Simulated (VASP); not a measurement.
# B32HN32 (a cell with a defect) in VASP: further runs, part 2 of 3

VASP 6.6.1. The steps go on from the part before.

## Step 3: Single point, PBE, collinear spin (with an interstitial atom, then relaxed in part)

INCAR

```
PREC = Accurate ; ENCUT = 520
EDIFF = 1E-6 ; ISMEAR = 0
SIGMA = 0.01 ; LREAL = Auto
LASPH = True ; NELM = 150
ALGO = Normal ; ISIF = 2
LWAVE = False ; LCHARG = True
ISPIN = 2 ; MAGMOM = 0.077 0 0 0.077 0 0 0 0 0 0 0 0 0 0 0 0.077 0 0 0 0 0.077 0 0 0.077 0.077 0 0 0 0 0 0 0 0 0 0 0 0 0 0 0.077 0.077 0 0 0.077 0 0 0 0 0.077 0 0 0 0 0 0 0 0 0 0 0 0.077 0 0 0.077 0.077
LORBIT = 11 ; GGA = PE
LELF = True ; LVHAR = True
NBANDS = 170
```

KPOINTS

```
regular mesh
0
Gamma
  1 1 1
```

POSCAR

```
B32HN32
1.0
    5.0243623083      0.0000000000      8.3431560662
    5.0243623083      0.0000000000     -8.3431560662
   -5.0243623083      8.7024507937      0.0000000000
B N H
32 32 1
Direct
    0.2201418288      0.9478082562      0.1679500851
    0.2175220024      0.9503756052      0.4179033715
    0.2174718739      0.9504286879      0.6679062912
    0.2200819607      0.9478678296      0.9178806031
    0.4687241545      0.1993545113      0.1679448692
    0.4675277663      0.2003813691      0.4179033715
    0.4667768988      0.2011342021      0.6679111009
    0.4673529020      0.2005629295      0.9179134181
    0.7169651945      0.4509364815      0.1679016761
    0.7171098149      0.4507955852      0.4179049650
    0.7174776034      0.4504344173      0.6679062912
    0.7173504886      0.4505605162      0.9179134181
    0.9685903578      0.6992207147      0.1679448692
    0.9671093798      0.7007951501      0.4179049650
    0.9686580548      0.6991630976      0.6678211524
    0.9700127735      0.6977986424      0.9178806031
    0.5326470980      0.7994370705      0.0820865819
    0.5332231012      0.7988657979      0.3320888991
    0.5324722337      0.7996186309      0.5820966285
    0.5312758455      0.8006454887      0.8320551308
    0.7799180393      0.0521321704      0.0821193969
    0.7825281261      0.0495713121      0.3320937088
    0.7824779976      0.0496243948      0.5820966285
    0.7798581712      0.0521917438      0.8320499149
    0.0299872265      0.3022013576      0.0821193969
    0.0313419452      0.3008369024      0.3321788476
    0.0328906202      0.2992048499      0.5820950350
    0.0314096422      0.3007792853      0.8320551308
    0.2826495114      0.5494394838      0.0820865819
    0.2825223966      0.5495655827      0.3320937088
    0.2828901851      0.5492044148      0.5820950350
    0.2830348055      0.5490635185      0.8320983239
    0.4499514628      0.7154640191      0.1654154818
    0.4498095144      0.7156091768      0.4154253727
    0.4490903444      0.7163094326      0.6654130625
    0.4492704987      0.7161251372      0.9154198806
    0.6985004415      0.9669341601      0.1654176983
    0.6998161958      0.9656158583      0.4154253727
    0.6983657609      0.9670670045      0.6654327654
    0.6957231818      0.9694389011      0.9153578753
    0.9459040618      0.2196576152      0.1655616770
    0.9490883811      0.2163393292      0.4154347715
    0.9491036300      0.2163227181      0.6654130625
    0.9459189741      0.2196346935      0.9153578753
    0.1984835383      0.4669172568      0.1654176983
    0.1990954423      0.4663463904      0.4154347715
    0.1997554841      0.4656650622      0.6654205463
    0.1992947435      0.4661493820      0.9154198806
    0.3042768182      0.0305610989      0.0846421247
    0.3016342391      0.0329329955      0.3345672346
    0.3001838042      0.0343841417      0.5845746273
    0.3014995585      0.0330658399      0.8345823017
    0.5507295013      0.2838748628      0.0845801194
    0.5509096556      0.2836905674      0.3345869375
    0.5501904856      0.2843908232      0.5845746273
    0.5500485372      0.2845359809      0.8345845182
    0.8007052565      0.5338506180      0.0845801194
    0.8002445159      0.5343349378      0.3345794537
    0.8009045577      0.5336536096      0.5845652285
    0.8015164617      0.5330827432      0.8345823017
    0.0540810259      0.7803653065      0.0846421247
    0.0508963700      0.7836772819      0.3345869375
    0.0509116189      0.7836606708      0.5845652285
    0.0540959382      0.7803423848      0.8344383230
    0.0000000000      0.0000000000      0.0000000000
```

Potentials or basis: VASP PAW PBE potentials, release 64 (B, N, H).

Launch:

```console
cat potpaw_PBE.64/B/POTCAR potpaw_PBE.64/N/POTCAR potpaw_PBE.64/H/POTCAR > POTCAR
mpirun -np 1 vasp_gam > vasp.out
```

Run time: 14 min. Hardware: 1 thread of AMD EPYC, shared host; peak memory 1.1 GiB.

It converged, with:

```
Free energy                                           : -563.7448 eV
Pressure                                              : 0.0 GPa
Largest force                                         : 0.014 eV/Å
Band gap on the k mesh                                : 3.60 eV
Net moment                                            : 1.00 μB per cell
Site moments                                          : B -0.00, +0.00 (each value once); N -0.00, +0.00, +0.01 (each value once); H +0.37 μB
Valence electrons inside the program's atomic spheres : B 2.15, 2.16 (each value once); N 4.01; H 0.39
```

Forces in eV/Å, atoms in the order of the input:
```
B    0.000  0.004  0.013
B    0.000  0.001  0.003
B    0.000  0.000  0.003
B    0.004 -0.002  0.012
B   -0.002 -0.002 -0.014
B    0.000  0.001  0.003
B    0.000  0.000 -0.004
B    0.001  0.000  0.006
B    0.000  0.000  0.014
B    0.000  0.000  0.012
B    0.000  0.000  0.003
B   -0.001  0.000  0.006
B    0.002 -0.002 -0.014
B    0.000  0.000  0.012
B    0.000  0.001 -0.011
B   -0.004 -0.002  0.012
B   -0.001  0.000 -0.006
B    0.000  0.000  0.004
B    0.000 -0.001 -0.003
B    0.002  0.002  0.014
B   -0.004  0.002 -0.012
B    0.000  0.000 -0.003
B    0.000 -0.001 -0.003
B    0.000 -0.004 -0.013
B    0.004  0.002 -0.012
B    0.000 -0.001  0.011
B    0.000  0.000 -0.012
B   -0.002  0.002  0.014
B    0.001  0.000 -0.006
B    0.000  0.000 -0.003
B    0.000  0.000 -0.012
B    0.000  0.000 -0.014
N    0.000  0.000  0.002
N    0.000  0.000  0.000
N    0.000  0.000  0.000
N    0.001 -0.001  0.002
N    0.003 -0.002  0.003
N    0.000  0.000  0.000
N    0.000  0.002  0.002
N    0.001  0.000  0.007
N    0.000 -0.001  0.006
N    0.000 -0.001  0.001
N    0.000  0.000  0.000
N   -0.001  0.000  0.007
N   -0.003 -0.002  0.003
N    0.000 -0.001  0.001
N    0.000  0.000  0.012
N   -0.001 -0.001  0.002
N   -0.001  0.000 -0.007
N    0.000 -0.002 -0.002
N    0.000  0.000  0.000
N   -0.003  0.002 -0.003
N   -0.001  0.001 -0.002
N    0.000  0.000  0.000
N    0.000  0.000  0.000
N    0.000  0.000 -0.002
N    0.001  0.001 -0.002
N    0.000  0.000 -0.012
N    0.000  0.001 -0.001
N    0.003  0.002 -0.003
N    0.001  0.000 -0.007
N    0.000  0.000  0.000
N    0.000  0.001 -0.001
N    0.000  0.001 -0.006
H    0.000  0.000  0.000
```

Stress tensor (GPa, compression positive):
```
-0.04  0.00  0.00
 0.00  0.00  0.00
 0.00  0.00  0.16
```

Levels at points of the mesh, in eV from the valence-band top:
Spin up:
```csv
k point,band 127,band 128,band 129,band 130,band 131,band 132
"(0.00, 0.00, 0.00)",-0.31,-0.31,0.00,4.97,5.01,5.02
```
Spin down:
| k point | band 124 | band 125 | band 126 | band 127 | band 128 | band 129 | band 130 | band 131 | band 132 | band 133 |
| --- | --- | --- | --- | --- | --- | --- | --- | --- | --- | --- |
| (0.00, 0.00, 0.00) | -0.46 | -0.46 | -0.31 | -0.31 | -0.30 | 3.60 | 4.98 | 5.01 | 5.02 | 5.44 |

Caveat: the k points lie up to 0.81 Å⁻¹ apart; the cell differs from its parent crystal (with an interstitial atom, then relaxed in part).

(Part 2 of 3 ends here.)
